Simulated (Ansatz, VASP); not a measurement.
## Two plane-wave programs on Bi2S3

```
Bi S
1.0
    11.23040    0.00000    0.00000
     0.00000    3.95365    0.00000
     0.00000    0.00000   11.07993
Bi S
8 12
Direct
  0.49069 0.25000 0.32472
  0.00931 0.75000 0.82472
  0.99069 0.25000 0.17528
  0.50931 0.75000 0.67528
  0.33528 0.75000 0.03161
  0.16472 0.25000 0.53161
  0.83528 0.75000 0.46839
  0.66472 0.25000 0.96839
  0.28229 0.25000 0.19458
  0.21771 0.75000 0.69458
  0.78229 0.25000 0.30542
  0.71771 0.75000 0.80542
  0.54967 0.75000 0.12964
  0.95033 0.25000 0.62964
  0.04967 0.75000 0.37036
  0.45033 0.25000 0.87036
  0.37706 0.75000 0.44413
  0.12294 0.25000 0.94413
  0.87706 0.75000 0.05587
  0.62294 0.25000 0.55587
```

Change from the starting cell: volume scaled by 0.97, ions relaxed.

Alike in both runs: functional PBE; k mesh 3 × 7 × 3; occupations fermi-dirac, width 0.02 eV; no spin polarisation.

Ansatz relaxed the structure, and its values are those at the end. VASP's run is a single point on that final structure, the one shown.

|  | VASP | Ansatz |
| --- | --- | --- |
| version | VASP 6.6.1 | Ansatz 0.2.0 |
| potentials or method | VASP PAW PBE potentials, release 64 (Bi_d, S) | plane-wave PAW, scalar-relativistic |
| plane-wave cutoff (eV) | 520 | 420 |
| valence electrons in the cell | 192 | 192 |

```csv
,VASP,Ansatz,Ansatz less VASP
gap on the k mesh at the Fermi level (eV),1.28,1.28,-0.004
pressure (GPa),2.2,2.2,+0.07
rms of the force components (eV/Å),0.004,0.001,-0.0030
```

Ansatz's warnings: stress scf threshold loose.

Spin-orbit coupling is off throughout.
